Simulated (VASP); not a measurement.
Set up this calculation in VASP 6.6.1, as the native input.

- Task: density of states
- Functional: PBEsol
- Potentials or basis: VASP PAW PBE potentials, release 64 (Ga_d, Sb)
- Cutoff: 520 eV
- k mesh: 10 × 10 × 10
- Occupations: gaussian, width 0.05 eV
- Spin: no spin polarisation
- Dipole correction: no
- k mesh for the DOS: 15 × 15 × 15
- Occupations for the DOS: tetrahedron
- Further INCAR settings: ALGO = Normal; EDIFF = 1e-07; NBANDS = 16

GaSb:

```
Ga Sb
1.0
     0.00000    3.05577    3.05577
     3.05577    0.00000    3.05577
     3.05577    3.05577    0.00000
Ga Sb
1 1
Direct
  0.00000 0.00000 0.00000
  0.75000 0.75000 0.75000
```

These files were run (other wordings do the same):

POSCAR

```
GaSb
1.0
    0.0000000000      3.0557657297      3.0557657297
    3.0557657297      0.0000000000      3.0557657297
    3.0557657297      3.0557657297      0.0000000000
Ga Sb
1 1
Direct
    0.0000000000      0.0000000000      0.0000000000
    0.7500000000      0.7500000000      0.7500000000
```

INCAR.step1

```
PREC = Accurate ; ENCUT = 520
EDIFF = 1E-7 ; ISMEAR = 0
SIGMA = 0.05 ; LREAL = False
LASPH = True ; NELM = 80
ALGO = Normal ; ISIF = 2
LWAVE = False ; LCHARG = True
GGA = PS ; NBANDS = 16
```

KPOINTS.step1

```
Automatic mesh
0
Gamma
  10 10 10
```

INCAR.step2

```
PREC = Accurate ; ENCUT = 520
EDIFF = 1E-7 ; ISMEAR = -5
SIGMA = 0.05 ; LREAL = False
LASPH = True ; NELM = 80
ALGO = Normal ; ISIF = 2
LWAVE = False ; LCHARG = False
GGA = PS ; LORBIT = 11
NBANDS = 16 ; NEDOS = 1001
ICHARG = 11
```

KPOINTS.step2

```
Automatic mesh
0
Gamma
  15 15 15
```

Potentials or basis: VASP PAW PBE potentials, release 64 (Ga_d, Sb).

Command:

```sh
$ cat potpaw_PBE.64/Ga_d/POTCAR potpaw_PBE.64/Sb/POTCAR > POTCAR
$ cp INCAR.step1 INCAR
$ cp KPOINTS.step1 KPOINTS
$ mpirun -np 1 vasp_std > vasp.out
$ cp INCAR.step2 INCAR
$ cp KPOINTS.step2 KPOINTS
$ mpirun -np 1 vasp_std > vasp.out
```

Results of the run:

- Valence electrons inside the program's atomic spheres: Ga 11.64; Sb 2.50

Caveat: spin-orbit coupling is left out, which moves the levels of the heavy elements.

Wall time 34 s on 1 thread of Intel(R) Xeon(R) 6975P-C (Granite Rapids), on a shared host, peak memory 0.25 GiB.
